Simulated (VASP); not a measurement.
Wanted: the native input for a VASP 6.6.1 run.

| Item | Value |
| --- | --- |
| Task | single point |
| Functional | LDA |
| Potentials or basis | VASP PAW LDA potentials, release 64 (Ga_d, As) |
| Cutoff | 520 eV |
| k mesh | 3 × 3 × 3 |
| Occupations | gaussian, width 0.02 eV |
| Spin | no spin polarisation |
| Dipole correction | no |
| Further INCAR settings | LREAL = Auto; ALGO = Normal; EDIFF = 1e-06; NBANDS = 86 |

The structure of GaAs lies in POSCAR:

```
GaAs
1.0
    0.0000000000      5.6033815718     -5.6033815718
    5.6033815718      5.6033815718      0.0000000000
    5.6033815718      0.0000000000     -5.6033815718
Ga As
8 8
Direct
    0.5000000000      0.0000000000      0.5000000000
    0.5000000000      0.5000000000      0.5000000000
    0.0000000000      0.0000000000      0.5000000000
    0.0000000000      0.5000000000      0.5000000000
    0.5000000000      0.0000000000      0.0000000000
    0.5000000000      0.5000000000      0.0000000000
    0.0000000000      0.0000000000      0.0000000000
    0.0000000000      0.5000000000      0.0000000000
    0.1250000000      0.1250000000      0.1250000000
    0.1250000000      0.6250000000      0.1250000000
    0.6250000000      0.1250000000      0.1250000000
    0.6250000000      0.6250000000      0.1250000000
    0.1250000000      0.1250000000      0.6250000000
    0.1250000000      0.6250000000      0.6250000000
    0.6250000000      0.1250000000      0.6250000000
    0.6250000000      0.6250000000      0.6250000000
```

One way to write it, as run:

INCAR

```
SYSTEM = GaAs
PREC = Accurate
ENCUT = 520
EDIFF = 1E-6
ISMEAR = 0
SIGMA = 0.02
LREAL = Auto
LASPH = .TRUE.
NELM = 100
ALGO = Normal
ISIF = 2
LWAVE = .FALSE.
LCHARG = .TRUE.
GGA = CA
LELF = .TRUE.
LVHAR = .TRUE.
NBANDS = 86
```

KPOINTS

```
regular mesh
0
G
  3 3 3
  0 0 0
```

Potentials or basis: VASP PAW LDA potentials, release 64 (Ga_d, As).

The run is started by

```bash
$ cat potpaw_LDA.64/Ga_d/POTCAR potpaw_LDA.64/As/POTCAR > POTCAR
$ mpirun -np 1 vasp_std > vasp.out
```

Results of the run:

| Item | Value |
| --- | --- |
| Pressure | 0.2 GPa |
| Band gap on the k mesh | 0.53 eV |

Caveat: semilocal functionals underestimate gaps, and a narrow one can read as zero.

It took 7.5 min on 1 thread of Intel Xeon 8259CL, with other jobs on the host, peak memory 0.41 GiB.
